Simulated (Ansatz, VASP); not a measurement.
# One calculation of As, two programs

Contents of POSCAR:

```
As
1.0
    4.5664000000      0.0000000000      0.0000000000
   -2.2832000000      3.9546200000      0.0000000000
    0.0000000000      0.0000000000      2.8337400000
As
2
Direct
    0.3333300000      0.6666700000      0.0000000000
    0.6666700000      0.3333300000      0.0000000000
```

INCAR.step1

```
ALGO = Normal ; EDIFF = 1E-5
ENCUT = 520 ; GGA = PE
ISIF = 2 ; ISMEAR = -1
LASPH = T ; LCHARG = F
LREAL = F ; LWAVE = T
NBANDS = 12 ; NELM = 100
PREC = Accurate ; SIGMA = 0.05
```

File INCAR.step2:

```
AEXX = 0.05 ; ALGO = Normal
EDIFF = 1E-6 ; ENCUT = 520
GGA = PE ; HFSCREEN = 0.2
ISIF = 2 ; ISMEAR = -1
ISTART = 1 ; LASPH = T
LCHARG = F ; LHFCALC = T
LREAL = F ; LWAVE = F
NBANDS = 12 ; NELM = 100
PREC = Accurate ; PRECFOCK = Normal
SIGMA = 0.05
```

KPOINTS

```
k-points
0
Gamma
  4 4 5
```

input

```
crystal:
  lattice:
    - [4.5664, 0.0, 0.0]
    - [-2.2832, 3.95462, 0.0]
    - [0.0, 0.0, 2.83374]
  atoms:
    - { symbol: As, position: [0.33333, 0.66667, 0.0] }
    - { symbol: As, position: [0.66667, 0.33333, 0.0] }
hamiltonian:
  xc: { exchange: pbe, correlation: pbe, exx: { coeff: 0.05, omega: 0.2 } }
  pseudopotentials: { kind: paw }
kpoints:
  mp_grid: { grid: [4, 4, 5] }
scf:
  occupations: { method: fermi_dirac, width: 0.05 }
output:
  forces: true
  stress: true
  eigenvalues: true
  write_density: true
  write_potential: true
  elf: true
  volumetric_format: npy
```

Alike in both runs: task single point; functional PBE-based screened hybrid; k mesh 4 × 4 × 5; occupations fermi-dirac, width 0.05 eV; no spin polarisation.

```csv
,VASP,Ansatz
version,VASP 6.6.1,Ansatz 0.2.0
potentials or method,"VASP PAW PBE potentials, release 64 (As)",Ansatz PAW
plane-wave cutoff (eV),520,420
valence electrons in the cell,10,30
```

```csv
,VASP,Ansatz,Ansatz less VASP
gap on the k mesh at the Fermi level (eV),none,none,-
pressure (GPa),-1.0,-1.0,-0.02
"traceless stress, the component that is largest in VASP (GPa)",5.28,5.33,+0.056
```

VASP's potentials were made for PBE, not for PBE-based screened hybrid. A gap of «none» marks a metal or a gap that the smearing closes. VASP's potentials hold 10 valence electrons a cell and Ansatz's 30, so a difference there can come from the potentials and not from the codes.

The k mesh is coarse, so the values compare programs but aren't converged.
